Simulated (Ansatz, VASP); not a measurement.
**One calculation of GaP2, two programs**

The input INCAR:

```
SYSTEM = GaP2
PREC     = Accurate       ! precision mode
ENCUT    = 600            ! plane-wave cutoff, eV
EDIFF    = 1E-6           ! SCF threshold, eV
ISMEAR   = 0              ! smearing method
SIGMA    = 0.1            ! smearing width, eV
LREAL    = .FALSE.        ! projectors in reciprocal space
LASPH    = .TRUE.         ! aspherical terms in the spheres
NELM     = 100            ! most SCF steps
ALGO     = Normal         ! electronic algorithm
ISIF     = 3              ! what is computed and relaxed
LWAVE    = .FALSE.        ! write WAVECAR
LCHARG   = .FALSE.        ! write CHGCAR
GGA      = PE             ! functional
IBRION   = 2              ! ionic algorithm
NSW      = 100            ! ionic steps
EDIFFG   = -0.01          ! ionic threshold
```

Contents of KPOINTS:

```
regular mesh
0
G
  18 18 6
  0 0 0
```

File POSCAR:

```
GaP2
1.0
    2.5309059691      0.0000000000      0.0000000000
    0.0000000000      2.5309059691      0.0000000000
    0.0000000000      0.0000000000      7.8041701111
Ga P
1 2
Direct
    0.0000000000      0.0000000000      0.5000000000
    0.0000000000      0.0000000000      0.8480109076
    0.0000000000      0.0000000000      0.1519890924
```

Input for Ansatz:

```yaml
crystal:
  lattice:
    - [2.5309059691, 0.0, 0.0]
    - [0.0, 2.5309059691, 0.0]
    - [0.0, 0.0, 7.8041701111]
  atoms:
    - { symbol: Ga, position: [0.0, 0.0, 0.5] }
    - { symbol: P, position: [0.0, 0.0, 0.8480109076] }
    - { symbol: P, position: [0.0, 0.0, 0.1519890924] }
basis:
  ecutwfc: 420
kpoints:
  mp_grid: { grid: [18, 18, 6] }
hamiltonian:
  xc: pbe
scf:
  occupations: { method: gaussian, width: 0.1 }
output:
  forces: true
  stress: true
  eigenvalues: true
  write_density: true
  write_potential: true
  elf: true
  volumetric_format: npy
relax:
  adjacent_minimum: "off"
  f_tol: 0.01
  max_steps: 80
  cell: { stress_tol: 0.05 }
```

Alike in both runs: task relaxation of cell and atoms; functional PBE; k mesh 18 × 18 × 6; occupations gaussian, width 0.1 eV; no spin polarisation.

|  | VASP | Ansatz |
| --- | --- | --- |
| version | VASP 6.6.1 | Ansatz 0.2.0 |
| potentials or method | VASP PAW PBE potentials, release 64 (Ga_d, P), cutoff 600 eV | scalar-relativistic, plane waves, PAW |
| valence electrons in the cell | 23 | 23 |

Ansatz gave:

- gap on the k mesh at the Fermi level, each at its own relaxed structure (eV): none
- relaxed volume (Å³/atom): 16.91
- relaxed length of the cell vector where the two differ most in proportion (Å): 2.556

Question: What did VASP give for the same quantities?

Answer: gap on the k mesh at the Fermi level, each at its own relaxed structure (eV): none; relaxed volume (Å³/atom): 16.93; relaxed length of the cell vector where the two differ most in proportion (Å): 2.559.

A gap of «none» marks a metal or a gap that the smearing closes.
